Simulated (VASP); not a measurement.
A run of VASP 6.6.1 is set up as follows.

Contents of POSCAR:

```
NaH
1.0
    0.0159834152      2.4134957025      2.4134957025
    2.4134957025      0.0159834152      2.4134957025
    2.4134957025      2.4134957025      0.0159834152
Na H
1 1
Direct
    0.0000000000      0.0000000000      0.0000000000
    0.5000000000      0.5000000000      0.5000000000
```

File INCAR.step1:

```
SYSTEM = NaH
  PREC = Accurate
  ENCUT = 520
  ISMEAR = 0
  SIGMA = 0.01
  LREAL = .False.
  LASPH = .True.
  NELM = 100
  NBANDS = 11
  GGA = PE
  ALGO = Normal
  EDIFF = 1E-4
  LWAVE = .True.
  LCHARG = .False.
```

Contents of INCAR.step2:

```
SYSTEM = NaH
  PREC = Accurate
  ENCUT = 520
  EDIFF = 1E-7
  ISMEAR = 0
  SIGMA = 0.01
  LREAL = .False.
  LASPH = .True.
  NELM = 100
  ALGO = Normal
  ISIF = 2
  LWAVE = .False.
  LCHARG = .False.
  METAGGA = R2SCAN
  LMIXTAU = .True.
  NBANDS = 11
  ISTART = 1
```

KPOINTS

```
regular mesh
0
Gamma
  10 10 10
  0 0 0
```

Potentials or basis: VASP PAW PBE potentials, release 64 (Na_pv, H).

The run is started by

```bash
$ cat potpaw_PBE.64/Na_pv/POTCAR potpaw_PBE.64/H/POTCAR > POTCAR
$ cp INCAR.step1 INCAR
$ mpirun -np 1 vasp_std > vasp.out
$ cp INCAR.step2 INCAR
$ mpirun -np 1 vasp_std > vasp.out
```

Task: Predict the pressure.

Result: -0.5 GPa.

Task: Predict the band gap on the k mesh.

Result: 4.35 eV (least direct gap 5.22 eV).

Stress tensor (GPa, compression positive):
```
-0.50 -0.12 -0.12
-0.12 -0.50 -0.12
-0.12 -0.12 -0.50
```

Caveat: the cell differs from its parent crystal (strain along [111] +1.0%); the structure was generated, so it needn't be the stable form of NaH; the PAW data sets were made with another functional, which shifts forces and pressure a little. A k mesh can miss the band edges.
